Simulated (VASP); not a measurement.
# Ba (P6_3/mmc) in VASP: single point with PBE

Aim: the single point of Ba with PBE.

Everything below comes from runs of VASP 6.6.1. Logs are shortened: lines on timing, memory, paths and dates and some standing lists are left out, and cuts for length are marked.

## (1) The cell of the first run

Symmetry: P6_3/mmc, No. 194, hexagonal system. The conventional cell has a = 4.661 Å, b = 4.661 Å, c = 15.157 Å, α = 90.00°, β = 90.00°, γ = 120.00°.

This isn't the form of Ba at room conditions, which is bcc.

## (2) Single point, PBE (Ca replaced by Ba, lengths x 1.133, strained)

INCAR reads:

```
PREC = Accurate ; ENCUT = 520
EDIFF = 1E-6 ; ISMEAR = 0
SIGMA = 0.1 ; LREAL = False
LASPH = True ; NELM = 100
ALGO = Fast ; ISIF = 2
LWAVE = False ; LCHARG = False
GGA = PE ; NBANDS = 28
```

KPOINTS reads:

```
Automatic mesh
0
Gamma
  12 12 4
```

POSCAR reads:

```
Ba
1.0
    4.6611060256      0.0000000000      0.0000000000
   -2.3305530127      4.0366362279      0.0000000000
    0.0000000000      0.0000000000     15.1572724208
Ba
4
Direct
    0.0000000000      0.0000000000      0.0000000000
    0.3333333300      0.6666666700      0.2500000000
    0.0000000000      0.0000000000      0.5000000000
    0.6666666700      0.3333333300      0.7500000000
```

Potentials or basis: VASP PAW PBE potentials, release 64 (Ba_sv).

On the command line:

```
cat potpaw_PBE.64/Ba_sv/POTCAR > POTCAR
mpirun -np 1 vasp_std > vasp.out
```

OUTCAR:

```text
PREC = Accurate
   ENCUT = 520
   EDIFF = 1E-6
   ISMEAR = 0
   LREAL = False
   LASPH = True
   NELM = 100
   ISIF = 2
   GGA = PE

 ion  position               nearest neighbor table
   1  0.000  0.000  0.000-   2 4.65   4 4.65   2 4.65   4 4.65   4 4.65   2 4.65
   2  0.333  0.667  0.250-   1 4.65   3 4.65   1 4.65   3 4.65   1 4.65   3 4.65
   3  0.000  0.000  0.500-   2 4.65   4 4.65   2 4.65   4 4.65   4 4.65   2 4.65
   4  0.667  0.333  0.750-   1 4.65   3 4.65   1 4.65   3 4.65   1 4.65   3 4.65

  LATTYP: Found a hexagonal cell.
 ALAT       =     4.6611060256
 C/A-ratio  =     3.2518617550

  Lattice vectors:

 A1 = (   4.6611060256,   0.0000000000,   0.0000000000)
 A2 = (  -2.3305530127,   4.0366362279,   0.0000000000)
 A3 = (   0.0000000000,   0.0000000000,  15.1572724208)

Analysis of symmetry for initial positions (statically):
=====================================================================
 Subroutine PRICEL returns:
 Original cell was already a primitive cell.

 Routine SETGRP: Setting up the symmetry group for a
 hexagonal supercell.

 Subroutine GETGRP returns: Found 24 space group operations
 (whereof 12 operations were pure point group operations)
 out of a pool of 24 trial point group operations.

The static configuration has the point symmetry D_3d.
 The point group associated with its full space group is D_6h.

Analysis of symmetry for dynamics (positions and initial velocities):
=====================================================================
 Subroutine PRICEL returns:
 Original cell was already a primitive cell.

 Routine SETGRP: Setting up the symmetry group for a
 hexagonal supercell.

 Subroutine GETGRP returns: Found 24 space group operations
 (whereof 12 operations were pure point group operations)
 out of a pool of 24 trial point group operations.

The dynamic configuration has the point symmetry D_3d.
 The point group associated with its full space group is D_6h.

 Subroutine INISYM returns: Found 24 space group operations
 (whereof 12 operations are pure point group operations),
 and found     1 'primitive' translations

----------------------------------------------------------------------------------------

                                     Primitive cell

  volume of cell :     285.1870

  direct lattice vectors                    reciprocal lattice vectors
     4.661106026  0.000000000  0.000000000     0.214541354  0.123865509  0.000000000
    -2.330553013  4.036636228  0.000000000     0.000000000  0.247731017  0.000000000
     0.000000000  0.000000000 15.157272421     0.000000000  0.000000000  0.065974931

  length of vectors
     4.661106026  4.661106026 15.157272421     0.247731017  0.247731017  0.065974931

  position of ions in fractional coordinates (direct lattice)
     0.000000000  0.000000000  0.000000000
     0.333333330  0.666666670  0.250000000
     0.000000000  0.000000000  0.500000000
     0.666666670  0.333333330  0.750000000

  ion indices of the primitive-cell ions
   primitive index   ion index
                 1           1
                 2           2
                 3           3
                 4           4

----------------------------------------------------------------------------------------

 KPOINTS: Automatic mesh

Automatic generation of k-mesh.
 Grid dimensions read from file:
 generate k-points for:   12   12    4

 Generating k-lattice:

  Cartesian coordinates                     Fractional coordinates (reciprocal lattice)
     0.017878446  0.010322126  0.000000000     0.083333333 -0.000000000  0.000000000
     0.000000000  0.020644251  0.000000000     0.000000000  0.083333333  0.000000000
     0.000000000  0.000000000  0.016493733     0.000000000  0.000000000  0.250000000

  Length of vectors
     0.020644251  0.020644251  0.016493733

  Shift w.r.t. Gamma in fractional coordinates (k-lattice)
     0.000000000  0.000000000  0.000000000

 Subroutine IBZKPT returns following result:
 ===========================================

 Found     57 irreducible k-points:

 Following reciprocal coordinates:
            Coordinates               Weight
  0.000000  0.000000  0.000000      1.000000
  0.083333  0.000000  0.000000      6.000000
  0.166667  0.000000  0.000000      6.000000
  0.250000  0.000000  0.000000      6.000000
  0.333333 -0.000000  0.000000      6.000000
  0.416667 -0.000000  0.000000      6.000000
[... 16 lines left out ...]
  0.250000  0.000000  0.250000     12.000000
  0.333333 -0.000000  0.250000     12.000000
 [... further k-points ...]
   k-points           NKPTS =     57   k-points in BZ     NKDIM =     57   number of bands    NBANDS=     28
   number of dos      NEDOS =    301   number of ions     NIONS =      4
   total plane-waves  NPLWV = 155520
   dimension x,y,z NGX =    36 NGY =   36 NGZ =  120
   dimension x,y,z NGXF=    72 NGYF=   72 NGZF=  240
   ions per type =               4
   NGX,Y,Z   is equivalent  to a cutoff of  12.84, 12.84, 13.16 a.u.
   NGXF,Y,Z  is equivalent  to a cutoff of  25.68, 25.68, 26.32 a.u.
 SYSTEM =  unknown system
   PREC   = accura    normal or accurate (medium, high low for compatibility)
   ISTART =      0    job   : 0-new  1-cont  2-samecut
   ICHARG =      2    charge: 1-file 2-atom 10-const
   ISPIN  =      1    spin polarized calculation?
   LNONCOLLINEAR =      F non collinear calculations
   LSORBIT =      F    spin-orbit coupling
   LASPH  =      T    aspherical Exc in radial PAW
   ENCUT  =  520.0 eV  38.22 Ry    6.18 a.u.   8.67  8.67 28.18*2*pi/ulx,y,z
   NELM   =    100;   NELMIN=  2; NELMDL= -5     # of ELM steps
   EDIFF  = 0.1E-05   stopping-criterion for ELM
   LREAL  =      F    real-space projection
   EDIFFG = 0.1E-04   stopping-criterion for IOM
   NSW    =      0    number of steps for IOM
   IBRION =     -1    ionic relax: 0-MD 1-quasi-New 2-CG
   NFREE  =      0    steps in history (QN), initial steepest desc. (CG)
   ISIF   =      2    stress and relaxation
   ISYM   =      2    0-nonsym 1-usesym 2-fastsym
   POTIM  = 0.5000    time-step for ionic-motion
   TEBEG  =    0.0;   TEEND  =   0.0 temperature during run
   PSTRESS=    0.0 pullay stress
   NELECT =      40.0000    total number of electrons
   NUPDOWN=      -1.0000    fix difference up-down
   EMIN   =  10.00;   EMAX   =-10.00  energy-range for DOS
   EFERMI =   0.00;   METHOD = LEGACY
   ISMEAR =     0;   SIGMA  =   0.10  broadening in eV -4-tet -1-fermi 0-gaus
   EFERMI_NEDOS =   21; number of points for ismear=-14 and -15
   IALGO  =     68    algorithm
   IMIX   =      4    mixing-type and parameters
     AMIX     =   0.40;   BMIX     =  1.00
     AMIX_MAG =   1.60;   BMIX_MAG =  1.00
  volume/ion in A,a.u.               =      71.30       481.13
  Fermi-wavevector in a.u.,A,eV,Ry     =   0.850586  1.607375  9.843770  0.723497
  Thomas-Fermi vector in A             =   1.966586
   LORBIT       =      0    0 simple, 1 ext, 2 COOP (PROOUT), +10 PAW based schemes
   GGA     = PE    functional components
   LHFCALC =     F    Hartree Fock is set to
   AEXX    =    0.0000 exact exchange contribution
   IVDW    =     0    specifies the selected vdW correction
   LEPSILON=     F    determine dielectric tensor
   LRPA    =     F    only Hartree local field effects (RPA)
 non-spin polarized calculation
 RMM-DIIS sequential band-by-band and
 Gauss-broadening in eV      SIGMA  =   0.10
  energy-cutoff  :      520.00
  volume of cell :      285.19
 maximum number of plane-waves:      7710
 NGX is ok and might be reduce to    36
   NGX = 17   NGY = 17   NGZ = 57

 number of electron      40.0000000 magnetization

 Free energy of the ion-electron system (eV)
  ---------------------------------------------------
  ext. energy  EPLUGINS =         0.00000000
  ---------------------------------------------------
  free energy    TOTEN  =        -7.51211636 eV

  energy without entropy =       -7.47653442  energy(sigma->0) =       -7.49432539

 E-fermi :   1.3274     XC(G=0):  -7.0258

 val. band max:        1.3258158818   @ k =   0.5000   0.0000   0.2500
 cond. band min:       1.3279190137   @ k =   0.3333   0.3333   0.5000
 fundamental gap:      0.0021031318
 Fermi energy:         1.3274458486

 k-point     1 :       0.0000    0.0000    0.0000
  band No.  band energies     occupation
      1     -27.8327      2.00000
      2     -27.8214      2.00000
      3     -27.8209      2.00000
      4     -27.8096      2.00000
      5     -13.1455      2.00000
      6     -12.9972      2.00000
[... 20 lines left out ...]
     27       2.9388      0.00000
     28       2.9599      0.00000

 k-point     2 :       0.0833    0.0000    0.0000
  band No.  band energies     occupation
      1     -27.8314      2.00000
      2     -27.8204      2.00000
      3     -27.8200      2.00000
      4     -27.8089      2.00000
      5     -13.1388      2.00000
      6     -12.9993      2.00000
[... 20 lines left out ...]
     27       2.9149      0.00000
     28       2.9678      0.00000

 k-point     3 :       0.1667    0.0000    0.0000
  band No.  band energies     occupation
      1     -27.8277      2.00000
      2     -27.8177      2.00000
      3     -27.8173      2.00000
      4     -27.8072      2.00000
      5     -13.1198      2.00000
      6     -13.0099      2.00000
[... 20 lines left out ...]
     27       3.0623      0.00000
     28       3.1045      0.00000

 k-point     4 :       0.2500    0.0000    0.0000
  band No.  band energies     occupation
      1     -27.8224      2.00000
      2     -27.8140      2.00000
      3     -27.8136      2.00000
      4     -27.8051      2.00000
      5     -13.0928      2.00000
      6     -13.0407      2.00000
[... 20 lines left out ...]
     27       2.9164      0.00000
     28       3.0328      0.00000

 k-point     5 :       0.3333   -0.0000    0.0000
  band No.  band energies     occupation
      1     -27.8167      2.00000
      2     -27.8103      2.00000
      3     -27.8098      2.00000
      4     -27.8034      2.00000
      5     -13.0912      2.00000
      6     -13.0872      2.00000
[... 20 lines left out ...]
     27       2.6992      0.00000
     28       2.8882      0.00000

 k-point     6 :       0.4167   -0.0000    0.0000
  band No.  band energies     occupation
      1     -27.8121      2.00000
      2     -27.8076      2.00000
      3     -27.8071      2.00000
      4     -27.8026      2.00000
      5     -13.1250      2.00000
      6     -13.1220      2.00000
[... 463 lines left out ...]
      5     -13.1283      2.00000
      6     -13.0528      2.00000
[... 20 lines left out ...]
     27       2.9956      0.00000
     28       3.0474      0.00000

 k-point    22 :       0.1667    0.0000    0.2500
  band No.  band energies     occupation
      1     -27.8269      2.00000
      2     -27.8214      2.00000
      3     -27.8136      2.00000
      4     -27.8080      2.00000
      5     -13.1114      2.00000
      6     -13.0515      2.00000
[... 20 lines left out ...]
     27       2.9902      0.00000
     28       3.1490      0.00000

 k-point    23 :       0.2500    0.0000    0.2500
  band No.  band energies     occupation
      1     -27.8217      2.00000
      2     -27.8171      2.00000
      3     -27.8105      2.00000
      4     -27.8058      2.00000
      5     -13.0891      2.00000
      6     -13.0603      2.00000
[... 20 lines left out ...]
     27       2.8591      0.00000
     28       2.9628      0.00000

 k-point    24 :       0.3333   -0.0000    0.2500
  band No.  band energies     occupation
      1     -27.8162      2.00000
      2     -27.8126      2.00000
      3     -27.8075      2.00000
      4     -27.8039      2.00000
      5     -13.0942      2.00000
      6     -13.0742      2.00000
[... 20 lines left out ...]
     27       2.6662      0.00000
     28       2.8111      0.00000

 [... further k-points ...]

------------------------ aborting loop because EDIFF is reached ----------------------------------------

  FORCE on cell =-STRESS in cart. coord.  units (eV):
  Direction    XX          YY          ZZ          XY          YZ          ZX
  --------------------------------------------------------------------------------------
  -------------------------------------------------------------------------------------
  Total       -1.3570363     -1.3570363     -1.2077384     -0.0000000      0.0000000     -0.0000000
  in kB       -7.6238159     -7.6238159     -6.7850618     -0.0000000      0.0000000     -0.0000000
  external PRESSURE =      -7.3442312 kB  Pullay stress =       0.0000000 kB

 VOLUME and BASIS-vectors are now :
 -----------------------------------------------------------------------------
  energy-cutoff  :      520.00
  volume of cell :      285.19
      direct lattice vectors                 reciprocal lattice vectors
     4.661106026  0.000000000  0.000000000     0.214541354  0.123865509  0.000000000
    -2.330553013  4.036636228  0.000000000     0.000000000  0.247731017  0.000000000
     0.000000000  0.000000000 15.157272421     0.000000000  0.000000000  0.065974931

 POSITION                                       TOTAL-FORCE (eV/Angst)
 -----------------------------------------------------------------------------------
      0.00000      0.00000      0.00000         0.000000      0.000000      0.000000
     -0.00000      2.69109      3.78932        -0.000000      0.000000     -0.000000
      0.00000      0.00000      7.57864         0.000000      0.000000      0.000000
      2.33055      1.34555     11.36795         0.000000      0.000000     -0.000000
 -----------------------------------------------------------------------------------
    total drift:                               -0.000000      0.000000     -0.000000

  FREE ENERGIE OF THE ION-ELECTRON SYSTEM (eV)
  ---------------------------------------------------
  free  energy   TOTEN  =        -7.5121163575 eV

  energy  without entropy=       -7.4765344213  energy(sigma->0) =       -7.49432539
```

Run time: 3.7 min. Hardware: 1 thread of Intel Xeon 6975P-C (Granite Rapids), shared host; peak memory 0.59 GiB.

Results:

* Free energy: -7.5121 eV
* Pressure: -0.7 GPa
* Band gap on the k mesh: zero (bands 20 and 21 overlap by 0.06 eV)

Caveat: the cell differs from its parent crystal (Ca replaced by Ba, lengths x 1.133, strained); spin-orbit coupling is left out, which moves the levels of the heavy elements.
